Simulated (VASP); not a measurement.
# Pt (Fm-3m) in VASP: notebook

Pt is run at these levels: PBE; tasks: single point, relaxation of cell and atoms.

All numbers are computed with VASP 6.6.1; they aren't measurements. Logs are shortened: lines on timing, memory, paths and dates and some standing lists are left out, and cuts for length are marked.

## Step 1: The cell of the first run

It takes space group Fm-3m (No. 225, cubic). The conventional cell has a = 3.511 Å, b = 3.511 Å, c = 3.511 Å, α = 90.00°, β = 90.00°, γ = 90.00°. Pt (site symmetry m-3m) has 12 Pt at 2.48 Å within 3.3 Å.

## Step 2: Single point, PBE

Input file INCAR:

```
SYSTEM = Pt
  PREC = Accurate
  ENCUT = 500
  EDIFF = 1E-6
  ISMEAR = 0
  SIGMA = 0.1
  LREAL = .FALSE.
  LASPH = .TRUE.
  NELM = 120
  ALGO = Normal
  ISIF = 2
  LWAVE = .FALSE.
  LCHARG = .TRUE.
  GGA = PE
  LELF = .TRUE.
  LVHAR = .TRUE.
  NBANDS = 11
  GGA_COMPAT = .FALSE.
```

Input file KPOINTS:

```
Automatic mesh
0
G
  8 8 8
  0 0 0
```

Input file POSCAR:

```
Pt
1.0
    0.0000000000      1.7555492766      1.7555492766
    1.7555492766      0.0000000000      1.7555492766
    1.7555492766      1.7555492766      0.0000000000
Pt
1
Direct
    0.0000000000      0.0000000000      0.0000000000
```

Potentials or basis: VASP PAW PBE potentials, release 64 (Pt).

The run is started by

```console
$ cat potpaw_PBE.64/Pt/POTCAR > POTCAR
$ mpirun -np 1 vasp_std > vasp.out
```

OUTCAR:

```text
SYSTEM = Pt
   PREC = Accurate
   ENCUT = 500
   EDIFF = 1E-6
   ISMEAR = 0
   LREAL = .FALSE.
   LASPH = .TRUE.
   NELM = 120
   ISIF = 2
   GGA = PE

 ion  position               nearest neighbor table
   1  0.000  0.000  0.000-

  LATTYP: Found a face centered cubic cell.
 ALAT       =     3.5110985532

  Lattice vectors:

 A1 = (   0.0000000000,   1.7555492766,   1.7555492766)
 A2 = (   1.7555492766,   0.0000000000,   1.7555492766)
 A3 = (   1.7555492766,   1.7555492766,   0.0000000000)

Analysis of symmetry for initial positions (statically):
=====================================================================
 Subroutine PRICEL returns:
 Original cell was already a primitive cell.

 Routine SETGRP: Setting up the symmetry group for a
 face centered cubic supercell.

 Subroutine GETGRP returns: Found 48 space group operations
 (whereof 48 operations were pure point group operations)
 out of a pool of 48 trial point group operations.

The static configuration has the point symmetry O_h .

Analysis of symmetry for dynamics (positions and initial velocities):
=====================================================================
 Subroutine PRICEL returns:
 Original cell was already a primitive cell.

 Routine SETGRP: Setting up the symmetry group for a
 face centered cubic supercell.

 Subroutine GETGRP returns: Found 48 space group operations
 (whereof 48 operations were pure point group operations)
 out of a pool of 48 trial point group operations.

The dynamic configuration has the point symmetry O_h .

 Subroutine INISYM returns: Found 48 space group operations
 (whereof 48 operations are pure point group operations),
 and found     1 'primitive' translations

----------------------------------------------------------------------------------------

                                     Primitive cell

  volume of cell :      10.8210

  direct lattice vectors                    reciprocal lattice vectors
     0.000000000  1.755549277  1.755549277    -0.284811145  0.284811145  0.284811145
     1.755549277  0.000000000  1.755549277     0.284811145 -0.284811145  0.284811145
     1.755549277  1.755549277  0.000000000     0.284811145  0.284811145 -0.284811145

  length of vectors
     2.482721596  2.482721596  2.482721596     0.493307374  0.493307374  0.493307374

  position of ions in fractional coordinates (direct lattice)
     0.000000000  0.000000000  0.000000000

  ion indices of the primitive-cell ions
   primitive index   ion index
                 1           1

----------------------------------------------------------------------------------------

 KPOINTS: Automatic mesh

Automatic generation of k-mesh.
 Grid dimensions read from file:
 generate k-points for:    8    8    8

 Generating k-lattice:

  Cartesian coordinates                     Fractional coordinates (reciprocal lattice)
    -0.035601393  0.035601393  0.035601393     0.125000000  0.000000000  0.000000000
     0.035601393 -0.035601393  0.035601393     0.000000000  0.125000000  0.000000000
     0.035601393  0.035601393 -0.035601393     0.000000000  0.000000000  0.125000000

  Length of vectors
     0.061663422  0.061663422  0.061663422

  Shift w.r.t. Gamma in fractional coordinates (k-lattice)
     0.000000000  0.000000000  0.000000000

 Subroutine IBZKPT returns following result:
 ===========================================

 Found     29 irreducible k-points:

 Following reciprocal coordinates:
            Coordinates               Weight
  0.000000  0.000000  0.000000      1.000000
  0.125000  0.000000  0.000000      8.000000
  0.250000  0.000000  0.000000      8.000000
  0.375000  0.000000  0.000000      8.000000
  0.500000  0.000000  0.000000      4.000000
  0.125000  0.125000  0.000000      6.000000
[... 16 lines left out ...]
  0.500000  0.250000  0.125000     48.000000
 -0.375000  0.250000  0.125000     24.000000
 [... further k-points ...]
   k-points           NKPTS =     29   k-points in BZ     NKDIM =     29   number of bands    NBANDS=     11
   number of dos      NEDOS =    301   number of ions     NIONS =      1
   total plane-waves  NPLWV =   5832
   dimension x,y,z NGX =    18 NGY =   18 NGZ =   18
   dimension x,y,z NGXF=    36 NGYF=   36 NGZF=   36
   ions per type =               1
   NGX,Y,Z   is equivalent  to a cutoff of  12.05, 12.05, 12.05 a.u.
   NGXF,Y,Z  is equivalent  to a cutoff of  24.11, 24.11, 24.11 a.u.
 SYSTEM =  Pt
   PREC   = accura    normal or accurate (medium, high low for compatibility)
   ISTART =      0    job   : 0-new  1-cont  2-samecut
   ICHARG =      2    charge: 1-file 2-atom 10-const
   ISPIN  =      1    spin polarized calculation?
   LNONCOLLINEAR =      F non collinear calculations
   LSORBIT =      F    spin-orbit coupling
   LASPH  =      T    aspherical Exc in radial PAW
   ENCUT  =  500.0 eV  36.75 Ry    6.06 a.u.   4.53  4.53  4.53*2*pi/ulx,y,z
   NELM   =    120;   NELMIN=  2; NELMDL= -5     # of ELM steps
   EDIFF  = 0.1E-05   stopping-criterion for ELM
   LREAL  =      F    real-space projection
   EDIFFG = 0.1E-04   stopping-criterion for IOM
   NSW    =      0    number of steps for IOM
   IBRION =     -1    ionic relax: 0-MD 1-quasi-New 2-CG
   NFREE  =      0    steps in history (QN), initial steepest desc. (CG)
   ISIF   =      2    stress and relaxation
   ISYM   =      2    0-nonsym 1-usesym 2-fastsym
   POTIM  = 0.5000    time-step for ionic-motion
   TEBEG  =    0.0;   TEEND  =   0.0 temperature during run
   PSTRESS=    0.0 pullay stress
   NELECT =      10.0000    total number of electrons
   NUPDOWN=      -1.0000    fix difference up-down
   EMIN   =  10.00;   EMAX   =-10.00  energy-range for DOS
   EFERMI =   0.00;   METHOD = LEGACY
   ISMEAR =     0;   SIGMA  =   0.10  broadening in eV -4-tet -1-fermi 0-gaus
   EFERMI_NEDOS =   21; number of points for ismear=-14 and -15
   IALGO  =     38    algorithm
   IMIX   =      4    mixing-type and parameters
     AMIX     =   0.40;   BMIX     =  1.00
     AMIX_MAG =   1.60;   BMIX_MAG =  1.00
  volume/ion in A,a.u.               =      10.82        73.02
  Fermi-wavevector in a.u.,A,eV,Ry     =   1.594600  3.013357 34.596210  2.542750
  Thomas-Fermi vector in A             =   2.692649
   LORBIT       =      0    0 simple, 1 ext, 2 COOP (PROOUT), +10 PAW based schemes
   GGA     = PE    functional components
   LHFCALC =     F    Hartree Fock is set to
   AEXX    =    0.0000 exact exchange contribution
   IVDW    =     0    specifies the selected vdW correction
   LEPSILON=     F    determine dielectric tensor
   LRPA    =     F    only Hartree local field effects (RPA)
 non-spin polarized calculation
 Gauss-broadening in eV      SIGMA  =   0.10
  energy-cutoff  :      500.00
  volume of cell :       10.82
 maximum number of plane-waves:       290
   NGX =  9   NGY =  9   NGZ =  9

 number of electron      10.0000000 magnetization

 Free energy of the ion-electron system (eV)
  ---------------------------------------------------
  ext. energy  EPLUGINS =         0.00000000
  ---------------------------------------------------
  free energy    TOTEN  =        -3.61389007 eV

  energy without entropy =       -3.60912823  energy(sigma->0) =       -3.61150915

 E-fermi :  18.9238     XC(G=0): -15.5580

 val. band max:       18.8781204142   @ k =  -0.2500   0.1250   0.0000
 cond. band min:      18.9783582765   @ k =   0.3750   0.2500   0.1250
 fundamental gap:      0.1002378623
 Fermi energy:        18.9238015230

 k-point     1 :       0.0000    0.0000    0.0000
  band No.  band energies     occupation
      1       4.4584      2.00000
      2      12.4947      2.00000
      3      12.4947      2.00000
      4      12.4947      2.00000
      5      16.1781      2.00000
      6      16.1781      2.00000
      7      31.8054      0.00000
      8      38.8147      0.00000
      9      38.8147      0.00000
     10      38.8147      0.00000
     11      45.5086      0.00000

 k-point     2 :       0.1250    0.0000    0.0000
  band No.  band energies     occupation
      1       5.3170      2.00000
      2      12.0615      2.00000
      3      12.8458      2.00000
      4      12.8458      2.00000
      5      15.9517      2.00000
      6      15.9517      2.00000
      7      33.3150      0.00000
      8      36.2520      0.00000
      9      40.3691      0.00000
     10      40.3691      0.00000
     11      48.8536      0.00000

 k-point     3 :       0.2500    0.0000    0.0000
  band No.  band energies     occupation
      1       7.0378      2.00000
      2      12.0375      2.00000
      3      13.0719      2.00000
      4      13.0719      2.00000
      5      16.3656      2.00000
      6      16.3656      2.00000
      7      32.5036      0.00000
      8      36.5813      0.00000
      9      44.5023      0.00000
     10      44.5023      0.00000
     11      45.7553      0.00000

 k-point     4 :       0.3750    0.0000    0.0000
  band No.  band energies     occupation
      1       7.4539      2.00000
      2      12.5844      2.00000
      3      12.5844      2.00000
      4      14.7188      2.00000
      5      18.0698      2.00000
      6      18.0698      2.00000
      7      29.9425      0.00000
      8      33.7223      0.00000
      9      42.1334      0.00000
     10      42.1334      0.00000
     11      48.3513      0.00000
[... 239 lines left out ...]
 k-point    22 :       0.3750    0.2500    0.1250
  band No.  band energies     occupation
      1       8.7605      2.00000
      2      10.2969      2.00000
      3      12.3345      2.00000
      4      15.2132      2.00000
      5      15.3585      2.00000
      6      18.9784      0.44038
      7      34.4558      0.00000
      8      38.5004      0.00000
      9      38.9303      0.00000
     10      40.0315      0.00000
     11      47.7297      0.00000

 k-point    23 :       0.5000    0.2500    0.1250
  band No.  band energies     occupation
      1       9.2777      2.00000
      2      11.0510      2.00000
      3      11.7899      2.00000
      4      14.6930      2.00000
      5      17.5859      2.00000
      6      21.8988      0.00000
      7      30.7118      0.00000
      8      36.0087      0.00000
      9      37.0009      0.00000
     10      42.5784      0.00000
     11      45.9353      0.00000

 k-point    24 :      -0.3750    0.2500    0.1250
  band No.  band energies     occupation
      1       9.2027      2.00000
      2      10.6422      2.00000
      3      13.1828      2.00000
      4      14.2273      2.00000
      5      18.6013      1.99999
      6      24.6024      0.00000
      7      26.8906      0.00000
      8      35.3237      0.00000
      9      37.2687      0.00000
     10      40.1893      0.00000
     11      48.9691      0.00000

 [... further k-points ...]
[... 5 lines left out ...]
  --------------------------------------------------------------------------------------
  -------------------------------------------------------------------------------------
  Total       16.3370618     16.3370618     16.3370618      0.0000000     -0.0000000      0.0000000
  in kB     2418.8863674   2418.8863674   2418.8863674      0.0000000     -0.0000000      0.0000000
  external PRESSURE =    2418.8863674 kB  Pullay stress =       0.0000000 kB

 VOLUME and BASIS-vectors are now :
 -----------------------------------------------------------------------------
  energy-cutoff  :      500.00
  volume of cell :       10.82
      direct lattice vectors                 reciprocal lattice vectors
     0.000000000  1.755549277  1.755549277    -0.284811145  0.284811145  0.284811145
     1.755549277  0.000000000  1.755549277     0.284811145 -0.284811145  0.284811145
     1.755549277  1.755549277  0.000000000     0.284811145  0.284811145 -0.284811145

 POSITION                                       TOTAL-FORCE (eV/Angst)
 -----------------------------------------------------------------------------------
      0.00000      0.00000      0.00000         0.000000      0.000000      0.000000
 -----------------------------------------------------------------------------------
    total drift:                               -0.000000     -0.000000     -0.000000

  FREE ENERGIE OF THE ION-ELECTRON SYSTEM (eV)
  ---------------------------------------------------
  free  energy   TOTEN  =        -3.6138900686 eV

  energy  without entropy=       -3.6091282331  energy(sigma->0) =       -3.61150915
```

Wall time 3.6 s (1 thread of Intel Xeon 6975P-C, shared host); peak memory 0.12 GiB.

What came out:

```
Free energy            : -3.6139 eV
Pressure               : 241.9 GPa
Band gap on the k mesh : zero (band 5 reaches 19.92 eV, above the bottom of band 6 at 15.95 eV)
```

Caveat: the k points lie up to 0.39 Å⁻¹ apart; spin-orbit coupling is left out, which moves the levels of the heavy elements.

## Step 3: Single point, PBE

Input file INCAR:

```
SYSTEM = Pt
  PREC = Accurate
  ENCUT = 500
  EDIFF = 1E-6
  ISMEAR = 0
  SIGMA = 0.1
  LREAL = .False.
  LASPH = .True.
  NELM = 120
  ALGO = Normal
  ISIF = 2
  LWAVE = .False.
  LCHARG = .False.
  GGA = PE
  NBANDS = 11
  GGA_COMPAT = .False.
```

Input file KPOINTS:

```
Automatic mesh
0
Gamma
  20 20 20
  0 0 0
```

Input file POSCAR:

```
Pt
1.0
    0.0000000000      1.7557098316      1.7557098316
    1.7557098316      0.0000000000      1.7557098316
    1.7557098316      1.7557098316      0.0000000000
Pt
1
Direct
    0.0000000000      0.0000000000      0.0000000000
```

Potentials or basis: VASP PAW PBE potentials, release 64 (Pt).

The run is started by

```console
$ cat potpaw_PBE.64/Pt/POTCAR > POTCAR
$ mpirun -np 1 vasp_std > vasp.out
```

It took 15 s on 1 thread of Intel Xeon 6975P-C, shared host; peak memory 0.15 GiB.

It converged, with:

```yaml
Free_energy: -3.6170 eV
Pressure: 242.0 GPa
Band_gap_on_the_k_mesh: zero (band 5 reaches 19.94 eV, above the bottom of band 6 at 15.93 eV)
```

Levels at points of the mesh, in eV from the Fermi level:
| k point | band 3 | band 4 | band 5 | band 6 | band 7 | band 8 |
| --- | --- | --- | --- | --- | --- | --- |
| (0.00, 0.00, 0.00) | -6.48 | -6.48 | -2.79 | -2.79 | 12.81 | 19.81 |
| (0.50, 0.00, 0.00) | -6.66 | -1.86 | 0.12 | 0.12 | 9.04 | 12.55 |
| (0.50, 0.50, 0.00) | 0.08 | 0.95 | 0.95 | 1.28 | 12.30 | 12.30 |

Caveat: spin-orbit coupling is left out, which moves the levels of the heavy elements.

## Step 4: Relaxation of cell and atoms, PBE, target pressure 241 GPa, at which the enthalpy is minimised

Input file INCAR:

```
SYSTEM = Pt
PREC = Accurate ; ENCUT = 500
EDIFF = 1E-7 ; ISMEAR = 0
SIGMA = 0.1 ; LREAL = .FALSE.
LASPH = .TRUE. ; NELM = 120
ALGO = Normal ; ISIF = 3
LWAVE = .FALSE. ; LCHARG = .FALSE.
GGA = PE ; IBRION = 2
NSW = 100 ; EDIFFG = -0.002
PSTRESS = 2410.0 ; GGA_COMPAT = .FALSE.
NELMIN = 4
```

Input file KPOINTS:

```
regular mesh
0
G
  20 20 20
  0 0 0
```

Input file POSCAR:

```
Pt
1.0
    0.0000000000      1.7555492766      1.7555492766
    1.7555492766      0.0000000000      1.7555492766
    1.7555492766      1.7555492766      0.0000000000
Pt
1
Direct
    0.0000000000      0.0000000000      0.0000000000
```

The run is started by

```console
$ cat potpaw_PBE.64/Pt/POTCAR > POTCAR
$ mpirun -np 1 vasp_std > vasp.out
```

It took 31 s on 1 thread of Intel Xeon 6975P-C, shared host; peak memory 0.15 GiB.

The run converged. Its results:

| Item | Value |
| --- | --- |
| Free energy | -3.6303 eV |
| Relaxed volume | 10.83 Å³/atom |
| Relaxed cell | a = 2.484 Å, b = 2.484 Å, c = 2.484 Å, α = 60.00°, β = 60.00°, γ = 60.00° |
| Space group after relaxing (to 0.05 Å) | Fm-3m (No. 225) |
| Energy change on relaxing (the enthalpy is what falls) | -17.8 meV/atom |
| Ionic steps | 3 |
| Pressure after relaxing | 241.0 GPa |
| Band gap on the k mesh | zero (band 5 reaches 19.92 eV, above the bottom of band 6 at 15.91 eV) |

The path:
```csv
step,energy change (eV),largest force (eV/Å),pressure (GPa),volume (Å³)
1,0.0000,0.0000,242.40,10.82
2,-0.2172,0.0000,225.32,10.97
3,-0.0178,0.0000,241.01,10.83
```

Final structure:
```
Pt
1.0
     0.00000    1.75619    1.75619
     1.75619    0.00000    1.75619
     1.75619    1.75619    0.00000
Pt
1
Direct
  0.00000 0.00000 0.00000
```

Levels at points of the mesh, in eV from the Fermi level:
```
           k point  band 2  band 3  band 4  band 5  band 6  band 7  band 8  band 9
(0.00, 0.00, 0.00)   -6.47   -6.47   -6.47   -2.79   -2.79   12.81   19.82   19.82
(0.50, 0.00, 0.00)   -6.65   -6.65   -1.85    0.12    0.12    9.03   12.56   20.77
(0.50, 0.50, 0.00)  -11.10    0.08    0.95    0.95    1.28   12.30   12.30   13.33
```

Caveat: the cell is relaxed towards a set pressure, so the enthalpy falls and the energy may rise; spin-orbit coupling is left out, which moves the levels of the heavy elements.

## Step 5: The runs side by side

| task | cell | k mesh | gap on the mesh (eV) | pressure (GPa) |
| --- | --- | --- | --- | --- |
| single point | a = 2.483 Å, angles 60.0°, 1 atom | 8 × 8 × 8 | none | 241.9 |
| single point | a = 2.483 Å, angles 60.0°, 1 atom | 20 × 20 × 20 | none | 242.0 |
| relaxation of cell and atoms | relaxed to 241 GPa from a = 2.483 Å, angles 60.0°, 1 atom | 20 × 20 × 20 | none | 241.0 |

Alike in all rows: level PBE; potentials or basis VASP PAW PBE potentials, release 64 (Pt); no spin polarisation; cutoff (eV) 500; smearing gaussian 0.1 eV.

Caveats: some runs use coarse meshes; spin-orbit coupling is left out, which moves the levels of the heavy elements; the cell is relaxed towards a set pressure, so the enthalpy falls and the energy may rise (some runs).

Absolute energies hang on the potentials; compare differences alone.
